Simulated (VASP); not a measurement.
Runs of VASP 6.6.1 on Mo. The structure is that of space group I4/mmm (No. 139), or close to it. The cells are those of the table. 

| cell | further INCAR settings | gap on the mesh (eV) | pressure (GPa) |
| --- | --- | --- | --- |
| a = 2.962, b = 2.962, c = 2.682 Å, angles 63.1, 63.1, 53.8°, 1 atom | ALGO = Fast; EDIFF = 1e-07; NBANDS = 13 | none | (b) |
| a = 2.776, b = 2.776, c = 3.096 Å, angles 56.1, 56.1, 67.8°, 1 atom | ALGO = Fast; EDIFF = 1e-07; NBANDS = 13 | none | (a) |
| a = 2.792, b = 2.792, c = 3.008 Å, angles 57.4, 57.4, 65.2°, 1 atom | ALGO = Fast; EDIFF = 1e-07; NBANDS = 13 | none | -16.4 |
| a = 2.902, b = 2.902, c = 2.761 Å, angles 61.6, 61.6, 56.8°, 1 atom | ALGO = Fast; EDIFF = 1e-06; NBANDS = 13 | none | -15.4 |
| a = 3.028, b = 3.028, c = 2.611 Å, angles 64.5, 64.5, 51.1°, 1 atom | ALGO = Fast; EDIFF = 1e-06; NBANDS = 13 | none | -13.0 |
| a = 3.109, b = 3.109, c = 2.539 Å, angles 65.9, 65.9, 48.2°, 1 atom | ALGO = Fast; EDIFF = 1e-06; NBANDS = 13 | none | -8.8 |
| a = 2.774, b = 2.774, c = 3.290 Å, angles 53.6, 53.6, 72.7°, 1 atom | ALGO = Fast; EDIFF = 1e-07; NBANDS = 13 | none | -18.6 |
| a = 2.815, b = 2.815, c = 2.930 Å, angles 58.6, 58.6, 62.7°, 1 atom | ALGO = Fast; EDIFF = 1e-07; NBANDS = 13 | none | -15.5 |

Alike in all rows: task single point; level LDA; potentials or basis VASP PAW LDA potentials, release 64 (Mo_sv); no spin polarisation; k mesh 22 × 22 × 22; cutoff (eV) 520; smearing gaussian 0.15 eV.

Question: Estimate the missing entries.

Answer: (a) -18.3; (b) -14.7.

Caveats: the stress differs along the axes, from -17 to -11 GPa (at least some runs); the stress differs along the axes, from -34 to -11 GPa (at least some runs); the stress differs along the axes, from -34 to -8 GPa (at least some runs); the stress differs along the axes, from -18 to -9 GPa (at least some runs); the stress differs along the axes, from -18 to -11 GPa (at least some runs); the stress differs along the axes, from -29 to 1 GPa (at least some runs); the stress differs along the axes, from -26 to -4 GPa (at least some runs).

A k mesh can miss the band edges, and the runs leave out spin-orbit coupling on Mo.

A gap of «none» marks levels without a gap at the run's occupations.
